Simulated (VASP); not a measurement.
# La: single point with RPBE

Crystal: La.

```
CELL_PARAMETERS angstrom
3.83664 0.00000 0.00000
-1.91832 3.32263 0.00000
0.00000 0.00000 12.32630
ATOMIC_POSITIONS crystal
La 0.00000 0.00000 0.00000
La 0.00000 0.00000 0.50000
La 0.33333 0.66667 0.75000
La 0.66667 0.33333 0.25000
```

```json
{
 "Program": "VASP 6.6.1",
 "Task": "single point",
 "Functional": "RPBE",
 "Potentials or basis": "VASP PAW PBE potentials, release 64 (La)",
 "Cutoff": "520 eV",
 "k mesh": "13 × 13 × 4",
 "Occupations": "fermi-dirac, width 0.1 eV",
 "Spin": "no spin polarisation"
}
```

```yaml
Pressure: 0.0 GPa
Band_gap_on_the_k_mesh: zero (bands 22 and 23 overlap by 1.03 eV)
```

Levels at points of the mesh, in eV from the Fermi level:
```tsv
k point	band 19	band 20	band 21	band 22	band 23	band 24	band 25	band 26
(0.00, 0.00, 0.00)	-1.91	-1.66	0.47	0.59	1.24	1.25	1.25	1.26
(0.00, 0.00, 0.50)	-1.62	-1.62	0.81	0.81	1.11	1.11	1.29	1.30
```

Run time: 3.8 min on 1 thread of Intel(R) Xeon(R) 6975P-C (Granite Rapids), with other jobs on the host, peak memory 0.43 GiB.

Caveat: the PAW data sets were made with another functional, which shifts forces and pressure a little; spin-orbit coupling is left out, which moves the levels of the heavy elements.
